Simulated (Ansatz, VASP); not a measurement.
Cr: VASP beside Ansatz

File POSCAR:

```
Cr
1.0
    2.9345443219      0.0000000000      0.0000000000
   -1.4672721609      2.5413899313      0.0000000000
    0.0000000000      0.0000000000      3.9869567669
Cr
2
Direct
    0.3333333333      0.6666666667      0.2500000000
    0.6666666667      0.3333333333      0.7500000000
```

The input INCAR.step1:

```
SYSTEM = Cr
ALGO = Normal
EDIFF = 1E-4
ENCUT = 520
GGA = PE
ISMEAR = -1
ISPIN = 2
LASPH = .TRUE.
LCHARG = .FALSE.
LMAXMIX = 4
LREAL = .FALSE.
LWAVE = .TRUE.
MAGMOM = 3.096 -3.096
NBANDS = 23
NELM = 150
PREC = Accurate
SIGMA = 0.05
```

File INCAR.step2:

```
SYSTEM = Cr
ALGO = Normal
EDIFF = 1E-6
ENCUT = 520
ISIF = 2
ISMEAR = -1
ISPIN = 2
ISTART = 1
LASPH = .TRUE.
LCHARG = .FALSE.
LMAXMIX = 4
LMIXTAU = .TRUE.
LORBIT = 11
LREAL = .FALSE.
LWAVE = .FALSE.
MAGMOM = 3.096 -3.096
METAGGA = R2SCAN
NBANDS = 23
NELM = 150
PREC = Accurate
SIGMA = 0.05
```

File KPOINTS:

```
k-points
0
G
  14 14 9
  0 0 0
```

Input for Ansatz:

```yaml
crystal:
  lattice:
    - [2.9345443219, 0.0, 0.0]
    - [-1.4672721609, 2.5413899313, 0.0]
    - [0.0, 0.0, 3.9869567669]
  atoms:
    - { symbol: Cr, position: [0.3333333333, 0.6666666667, 0.25], spin: 3.096 }
    - { symbol: Cr, position: [0.6666666667, 0.3333333333, 0.75], spin: -3.096 }
hamiltonian:
  xc: r2scan
  pseudopotentials:
    kind: paw
    azcp:
      Cr: "pseudopotentials/Cr.paw.azcp"
basis:
  ecutwfc: 500
  fft_grid_basis: typed
kpoints:
  mp_grid: { grid: [14, 14, 9], shift: [0, 0, 0] }
magnetization:
  spin_polarized: true
scf:
  occupations: { method: fermi_dirac, width: 0.05 }
  lower_state_search: "off"
output:
  stress: true
```

Alike in both runs: task single point; functional r2SCAN; k mesh 14 × 14 × 9; occupations fermi-dirac, width 0.05 eV; collinear spin.

|  | VASP | Ansatz |
| --- | --- | --- |
| version | VASP 6.6.1 | Ansatz 0.2.0 |
| potentials or method | VASP PAW PBE potentials, release 64 (Cr_pv), cutoff 520 eV | plane waves (500 eV) with PAW, scalar-relativistic |
| valence electrons in the cell | 24 | 28 |

Ansatz gave:

```
pressure (GPa)                                                : 0.1
traceless stress, the component that is largest in VASP (GPa) : -0.65
net moment per atom (μB)                                      : 0.00
size of the moment on the site where the two differ most (μB) : 3.11
```

Which values does VASP return?

Pressure (GPa): 0.3; traceless stress, the component that is largest in VASP (GPa): -0.42; net moment per atom (μB): 0.00; size of the moment on the site where the two differ most (μB): 3.24.

VASP's potentials were made for PBE, not for r2SCAN. Site moments also hang on the region over which each program counts them. VASP's potentials hold 24 valence electrons a cell and Ansatz's 28, so a difference there can come from the potentials and not from the codes. Ansatz's warnings: stability check not made.
